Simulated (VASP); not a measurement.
# Hf (Im-3m) in VASP: notebook, part 3 of 3

VASP 6.6.1. Earlier steps stand in the parts before.

## Step 5: Electric field gradients, LDA (volume scaled by 0.975)

Input file INCAR:

```
SYSTEM = Hf
PREC = Accurate
ENCUT = 520
EDIFF = 1E-8
ISMEAR = -1
SIGMA = 0.05
LREAL = .FALSE.
LASPH = .TRUE.
NELM = 60
ALGO = Normal
ISIF = 2
LWAVE = .FALSE.
LCHARG = .FALSE.
GGA = CA
LEFG = .TRUE.
NBANDS = 11
```

Input file KPOINTS:

```
Automatic mesh
0
G
  14 14 14
  0 0 0
```

Input file POSCAR:

```
Hf
1.0
   -1.7526385178      1.7526385178      1.7526385178
    1.7526385178     -1.7526385178      1.7526385178
    1.7526385178      1.7526385178     -1.7526385178
Hf
1
Direct
    0.0000000000      0.0000000000      0.0000000000
```

Potentials or basis: VASP PAW LDA potentials, release 64 (Hf_pv).

Command:

```console
cat potpaw_LDA.64/Hf_pv/POTCAR > POTCAR
mpirun -np 1 vasp_std > vasp.out
```

OUTCAR:

```text
SYSTEM = Hf
   PREC = Accurate
   ENCUT = 520
   EDIFF = 1E-8
   ISMEAR = -1
   LREAL = .FALSE.
   LASPH = .TRUE.
   NELM = 60
   ISIF = 2
   GGA = CA

 ion  position               nearest neighbor table
   1  0.000  0.000  0.000-

  LATTYP: Found a body centered cubic cell.
 ALAT       =     3.5052770356

  Lattice vectors:

 A1 = (  -1.7526385178,   1.7526385178,   1.7526385178)
 A2 = (   1.7526385178,  -1.7526385178,   1.7526385178)
 A3 = (   1.7526385178,   1.7526385178,  -1.7526385178)

Analysis of symmetry for initial positions (statically):
=====================================================================
 Subroutine PRICEL returns:
 Original cell was already a primitive cell.

 Routine SETGRP: Setting up the symmetry group for a
 body centered cubic supercell.

 Subroutine GETGRP returns: Found 48 space group operations
 (whereof 48 operations were pure point group operations)
[... 517 lines left out ...]

 VOLUME and BASIS-vectors are now :
 -----------------------------------------------------------------------------
  energy-cutoff  :      520.00
  volume of cell :       21.53
      direct lattice vectors                 reciprocal lattice vectors
    -1.752638518  1.752638518  1.752638518     0.000000000  0.285284156  0.285284156
     1.752638518 -1.752638518  1.752638518     0.285284156  0.000000000  0.285284156
     1.752638518  1.752638518 -1.752638518     0.285284156  0.285284156  0.000000000

 POSITION                                       TOTAL-FORCE (eV/Angst)
 -----------------------------------------------------------------------------------
      0.00000      0.00000      0.00000        -0.000000     -0.000000      0.000000
 -----------------------------------------------------------------------------------
    total drift:                                0.000000      0.000000     -0.000000

  FREE ENERGIE OF THE ION-ELECTRON SYSTEM (eV)
  ---------------------------------------------------
  free  energy   TOTEN  =       -10.5371550219 eV

  energy  without entropy=      -10.5230895681  energy(sigma->0) =      -10.53012230

 Electric field gradients (V/A^2)
---------------------------------------------------------------------
 ion       V_xx      V_yy      V_zz      V_xy      V_xz      V_yz
---------------------------------------------------------------------
   1       0.000     0.000    -0.000    -0.000    -0.000    -0.000
---------------------------------------------------------------------

 Electric field gradients after diagonalization (V/A^2)
 (convention: |V_zz| > |V_xx| > |V_yy|)
----------------------------------------------------------------------
 ion       V_xx      V_yy      V_zz     asymmetry (V_yy - V_xx)/ V_zz
----------------------------------------------------------------------
   1       0.000     0.000    -0.001       0.000
----------------------------------------------------------------------

           NMR quadrupolar parameters

 Cq : quadrupolar parameter    Cq=e*Q*V_zz/h
 eta: asymmetry parameters     (V_yy - V_xx)/ V_zz
 Q  : nuclear electric quadrupole moment in mb (millibarn)
----------------------------------------------------------------------
 ion       Cq(MHz)       eta       Q (mb)
----------------------------------------------------------------------
   1      -0.000       0.000       1.000
----------------------------------------------------------------------
```

OSZICAR:

```text
N       E                     dE             d eps       ncg     rms          rms(c)
DAV:   1     0.113752587423E+02    0.11375E+02   -0.56752E+03  2312   0.843E+02
DAV:   2    -0.104718442683E+02   -0.21847E+02   -0.21095E+02  2881   0.152E+02
DAV:   3    -0.108765680670E+02   -0.40472E+00   -0.40127E+00  2883   0.142E+01
DAV:   4    -0.108779633270E+02   -0.13953E-02   -0.13951E-02  2571   0.101E+00
DAV:   5    -0.108779707107E+02   -0.73838E-05   -0.73835E-05  2894   0.653E-02    0.449E+01
DAV:   6    -0.106231402555E+02    0.25483E+00   -0.21201E-01  2537   0.324E+00    0.258E+01
DAV:   7    -0.105402832083E+02    0.82857E-01   -0.27520E-01  2588   0.356E+00    0.121E+00
DAV:   8    -0.105371172129E+02    0.31660E-02   -0.17697E-02  2521   0.924E-01    0.197E-01
DAV:   9    -0.105371548052E+02   -0.37592E-04   -0.35827E-04  2864   0.127E-01    0.369E-02
DAV:  10    -0.105371559864E+02   -0.11812E-05   -0.16305E-05  2601   0.289E-02    0.175E-02
DAV:  11    -0.105371550192E+02    0.96722E-06   -0.31335E-06  2670   0.128E-02    0.263E-03
DAV:  12    -0.105371550219E+02   -0.27500E-08   -0.38488E-08  2705   0.186E-03
   1 F= -.10537155E+02 E0= -.10530122E+02  d E =-.140655E-01
```

Wall time 18 s (1 thread of Intel Xeon 8259CL, shared host); peak memory 0.15 GiB.

What came out:

```
Free energy            : -10.5372 eV
Pressure               : -5.5 GPa
Band gap on the k mesh : zero (band 5 reaches 6.18 eV, above the bottom of band 6 at 3.94 eV)
```

Caveat: without QUAD_EFG the Cq values of the log hold for a quadrupole moment of 1 mb, not for the nuclei; spin-orbit coupling is left out, which moves the levels of the heavy elements.

## Step 6: The runs side by side

| level | potentials or basis | cell | gap on the mesh (eV) | pressure (GPa) |
| --- | --- | --- | --- | --- |
| PBEsol | VASP PAW PBE potentials, release 64 (Hf_pv) | a = 3.102 Å, angles 109.5°, 1 atom | none | -7.5 |
| r2SCAN | VASP PAW PBE potentials, release 64 (Hf_pv) | a = 3.061 Å, angles 109.5°, 1 atom | none | 0.0 |
| LDA | VASP PAW LDA potentials, release 64 (Hf_pv) | a = 3.009 Å, angles 109.5°, 1 atom | none | -2.9 |
| LDA | VASP PAW LDA potentials, release 64 (Hf_pv) | a = 3.036 Å, angles 109.5°, 1 atom | none | -5.5 |

Alike in all rows: task electric field gradients; no spin polarisation; k mesh 14 × 14 × 14; cutoff (eV) 520; smearing fermi-dirac 0.05 eV.

Caveats: spin-orbit coupling is left out, which moves the levels of the heavy elements; the PAW data sets were made with another functional, which shifts forces and pressure a little (some runs).

Absolute energies hang on the potentials; compare differences alone.
